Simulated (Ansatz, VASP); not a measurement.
**HgTe: VASP beside Ansatz**

File INCAR:

```
SYSTEM = HgTe
  ALGO = Normal
  EDIFF = 1E-7
  ENCUT = 520
  GGA = PE
  ISIF = 2
  ISMEAR = -1
  LASPH = .True.
  LCHARG = .True.
  LELF = .True.
  LREAL = .False.
  LVHAR = .True.
  LWAVE = .False.
  NBANDS = 16
  NELM = 60
  PREC = Accurate
  SIGMA = 0.02
```

KPOINTS

```
k-points
0
Gamma
  6 6 6
  0 0 0
```

File POSCAR:

```
HgTe
1.0
    0.0000000000      3.2562663074      3.3330735535
    3.2562663074      0.0000000000      3.3330735535
    3.2562663074      3.2562663074      0.0000000000
Hg Te
1 1
Direct
    0.0000000000      0.0000000000      0.0000000000
    0.2500000000      0.2500000000      0.2500000000
```

Input for Ansatz:

```yaml
crystal:
  lattice:
    - [0.0, 3.2562663074, 3.3330735535]
    - [3.2562663074, 0.0, 3.3330735535]
    - [3.2562663074, 3.2562663074, 0.0]
  atoms:
    - { symbol: Hg, position: [0.0, 0.0, 0.0] }
    - { symbol: Te, position: [0.25, 0.25, 0.25] }
kpoints:
  mp_grid: { grid: [6, 6, 6] }
  band_path:
    path:
      - [0.0, 0.0, 0.0]
      - [-0.5, -0.5, 0.0]
      - [-0.375, -0.375, 0.25]
      - [-0.375, 0.0, 0.375]
      - [0.0, 0.0, 0.5]
      - [-0.5, -0.25, 0.25]
      - [-0.019531, -0.019531, 0.0]
    npoints: 1
hamiltonian:
  xc: pbe
scf:
  occupations: { method: fermi_dirac, width: 0.02 }
  n_extra_bands: 4
output:
  forces: true
  stress: true
  eigenvalues: true
```

Change from the starting cell: epitaxial_xy strain -1.0%.

Alike in both runs: task single point; functional PBE; k mesh 6 × 6 × 6; occupations fermi-dirac, width 0.02 eV; no spin polarisation.

|  | VASP | Ansatz |
| --- | --- | --- |
| version | VASP 6.6.1 | Ansatz 0.2.0 |
| potentials or method | VASP PAW PBE potentials, release 64 (Hg, Te) | plane waves, PAW |
| plane-wave cutoff (eV) | 520 | 420 |
| valence electrons in the cell | 18 | 36 |

|  | VASP | Ansatz | Ansatz less VASP |
| --- | --- | --- | --- |
| pressure (GPa) | 1.6 | 1.6 | -0.05 |
| traceless stress, the component that is largest in VASP (GPa) | -0.21 | -0.21 | 0.000 |

With one functional, cell and mesh, what is left measures potentials, basis and numerics. VASP's potentials hold 18 valence electrons a cell and Ansatz's 36, so a difference there can come from the potentials and not from the codes.

Neither program's run includes spin-orbit coupling.
